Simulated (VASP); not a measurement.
**SiC (Moissanite): single point with revPBE**

The system is SiC (Moissanite).

```
Si C
1.0
     3.11648    0.00000    0.00000
    -1.55824    2.69895    0.00000
     0.00000    0.00000    5.11443
Si C
2 2
Direct
  0.66667 0.33333 0.50000
  0.33333 0.66667 0.00000
  0.66667 0.33333 0.88500
  0.33333 0.66667 0.38500
```

```json
{
 "Program": "VASP 6.6.1",
 "Task": "single point",
 "Functional": "revPBE",
 "Potentials or basis": "VASP PAW PBE potentials, release 64 (Si, C)",
 "Cutoff": "520 eV",
 "k mesh": "10 × 10 × 5",
 "Occupations": "fermi-dirac, width 0.05 eV",
 "Spin": "no spin polarisation",
 "Dipole correction": "no",
 "Further INCAR settings": "ALGO = Normal; EDIFF = 1e-06; NBANDS = 16"
}
```

* Pressure: -2.6 GPa
* Largest force: 0.698 eV/Å
* Band gap on the k mesh: 2.55 eV, indirect (least direct gap 4.02 eV)

Forces in eV/Å, atoms in the order of the input:
```
Si   0.000  0.000  0.698
Si   0.000  0.000  0.698
C    0.000  0.000 -0.698
C    0.000  0.000 -0.698
```

Stress tensor (GPa, compression positive):
```
-1.43  0.00  0.00
 0.00 -1.43  0.00
 0.00  0.00 -5.01
```

Levels at points of the mesh, in eV from the valence-band top:
```csv
k point,band 4,band 5,band 6,band 7,band 8,band 9,band 10,band 11,band 12,band 13
"(0.00, 0.00, 0.00)",-1.54,-1.54,-0.28,-0.28,0.00,4.31,5.63,6.31,6.31,7.25
"(0.50, 0.00, 0.00)",-6.46,-5.28,-3.46,-3.14,-1.47,2.55,4.16,6.48,7.07,9.39
```

Wall time 27 s on 1 thread of AMD EPYC 9R45 (Zen 5), on a shared host, peak memory 0.13 GiB.

Caveat: the PAW data sets were made with another functional, which shifts forces and pressure a little. Expect the measured gap to be larger: semilocal functionals such as revPBE lack the derivative discontinuity.
